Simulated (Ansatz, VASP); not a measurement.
Yb in VASP and in Ansatz

```
Yb
1.0
     0.00000    2.61516    2.61516
     2.61516    0.00000    2.61516
     2.61516    2.61516    0.00000
Yb
1
Direct
  0.00000 0.00000 0.00000
```

Alike in both runs: task single point; functional PBE; k mesh 10 × 10 × 10; occupations gaussian, width 1 eV; no spin polarisation.

```csv
,VASP,Ansatz
version,VASP 6.6.1,Ansatz 0.2.0
potentials or method,"VASP PAW PBE potentials, release 64 (Yb), cutoff 520 eV","plane waves (420 eV) with PAW, scalar-relativistic"
valence electrons in the cell,24,24
```

```tsv
	VASP	Ansatz	Ansatz less VASP
pressure (GPa)	0.1	0.1	+0.04
```

With one functional, cell and mesh, what is left measures potentials, basis and numerics.

Spin-orbit coupling is off throughout.
